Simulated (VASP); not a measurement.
A run of VASP 6.6.1:

Contents of INCAR:

```
SYSTEM = GeBi3
PREC = Accurate ; ENCUT = 520
EDIFF = 1E-7 ; ISMEAR = -1
SIGMA = 0.02 ; LREAL = .FALSE.
LASPH = .TRUE. ; NELM = 80
ALGO = Normal ; ISIF = 2
LWAVE = .FALSE. ; LCHARG = .FALSE.
GGA = PE ; NBANDS = 38
```

The input KPOINTS:

```
Automatic mesh
0
G
  3 3 3
  0 0 0
```

Contents of POSCAR:

```
GeBi3
1.0
    0.0000000000      3.8668210000      3.8668210000
    3.8668210000      0.0000000000      3.8668210000
    3.8668210000      3.8668210000      0.0000000000
Bi Ge
3 1
Direct
    0.5000000000      0.5000000000      0.5000000000
    0.7500000000      0.7500000000      0.7500000000
    0.2500000000      0.2500000000      0.2500000000
    0.0000000000      0.0000000000      0.0000000000
```

Potentials or basis: VASP PAW PBE potentials, release 64 (Bi_d, Ge_d).

Command:

```bash
$ cat potpaw_PBE.64/Bi_d/POTCAR potpaw_PBE.64/Ge_d/POTCAR > POTCAR
$ mpirun -np 1 vasp_std > vasp.out
```

Hardware: 1 thread of Intel(R) Xeon(R) Platinum 8559C (Emerald Rapids), on a shared host.

Problem. How long does it take, and how much memory?

Solution. Wall time 14 s on 1 thread of Intel(R) Xeon(R) Platinum 8559C (Emerald Rapids) (shared host), peak memory 0.24 GiB. Counts: scf iterations 14, k points 4.
